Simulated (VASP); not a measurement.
Set up this calculation in VASP 6.6.1, as the native input.

- Task: single point
- Functional: PBE
- Potentials or basis: VASP PAW PBE potentials, release 64 (Ti_sv)
- Cutoff: 520 eV
- k mesh: 12 × 12 × 1
- Occupations: gaussian, width 0.01 eV
- Spin: no spin polarisation
- Dipole correction: yes
- Further INCAR settings: ALGO = Normal; EDIFF = 1e-06; NBANDS = 51

The structure of Ti lies in POSCAR:

```
Ti
1.0
    2.9384580613      0.0000000000      0.0000000000
   -1.4692290307      2.5447793291      0.0000000000
    0.0000000000      0.0000000000     28.9519020424
Ti
7
Direct
    0.6666666667      0.3333333333      0.2590503377
    0.3333333333      0.6666666667      0.3393668918
    0.6666666667      0.3333333333      0.4196834459
    0.3333333333      0.6666666667      0.5000000000
    0.6666666667      0.3333333333      0.5803165541
    0.3333333333      0.6666666667      0.6606331082
    0.6666666667      0.3333333333      0.7409496623
```

These files were run (other wordings do the same):

INCAR

```
PREC = Accurate ; ENCUT = 520
EDIFF = 1E-6 ; ISMEAR = 0
SIGMA = 0.01 ; LREAL = False
LASPH = True ; NELM = 100
ALGO = Normal ; ISIF = 2
LWAVE = False ; LCHARG = False
LDIPOL = True ; IDIPOL = 3
DIPOL = 0.5 0.5 0.500 ; GGA = PE
NBANDS = 51
```

KPOINTS

```
Automatic mesh
0
Gamma
  12 12 1
```

Potentials or basis: VASP PAW PBE potentials, release 64 (Ti_sv).

Launch:

```console
$ cat potpaw_PBE.64/Ti_sv/POTCAR > POTCAR
$ mpirun -np 1 vasp_std > vasp.out
```

Results of the run:

```json
{
 "Largest force": "0.672 eV/Å",
 "Band gap on the k mesh": "zero (bands 42 and 43 overlap by 0.99 eV)"
}
```

Wall time 13 min on 1 thread of Intel Xeon 8259CL (shared host), peak memory 0.42 GiB.
